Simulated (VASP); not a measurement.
Runs of VASP 6.6.1 on Pt. The structure is that of space group Fm-3m (No. 225), or close to it. The cells are those of the table. 

| task | cell | cutoff (eV) | gap on the mesh (eV) | pressure (GPa) |
| --- | --- | --- | --- | --- |
| single point | a = 2.770 Å, angles 60.0°, 1 atom | 520 | none | (a) |
| single point | a = 2.666 Å, angles 60.0°, 1 atom | 520 | none | 44.8 |
| relaxation of cell and atoms | relaxed to 30 GPa from a = 2.773 Å, angles 60.0°, 1 atom | 600 | none | 30.0 |
| relaxation of cell and atoms | relaxed to 45 GPa from a = 2.773 Å, angles 60.0°, 1 atom | 600 | none | 44.8 |
| single point | a = 2.694 Å, angles 60.0°, 1 atom | 520 | none | 29.7 |
| relaxation of cell and atoms | relaxed to 15 GPa from a = 2.773 Å, angles 60.0°, 1 atom | 600 | none | 15.0 |
| relaxation of cell and atoms | relaxed from a = 2.773 Å, angles 60.0°, 1 atom | 600 | none | 0.0 |
| single point | a = 2.727 Å, angles 60.0°, 1 atom | 520 | none | 14.6 |

Alike in all rows: level PBEsol; potentials or basis VASP PAW PBE potentials, release 64 (Pt); no spin polarisation; k mesh 11 × 11 × 11; smearing gaussian 0.1 eV.

Estimate the missing entries.

(a) -0.4.

Caveats: the PAW data sets were made with another functional, which shifts forces and pressure a little; spin-orbit coupling is left out, which moves the levels of the heavy elements; the cell is relaxed towards a set pressure, so the enthalpy falls and the energy may rise (some runs).

A k mesh can miss the band edges, and the runs leave out spin-orbit coupling on Pt.

A gap of «none» marks levels without a gap at the run's occupations.
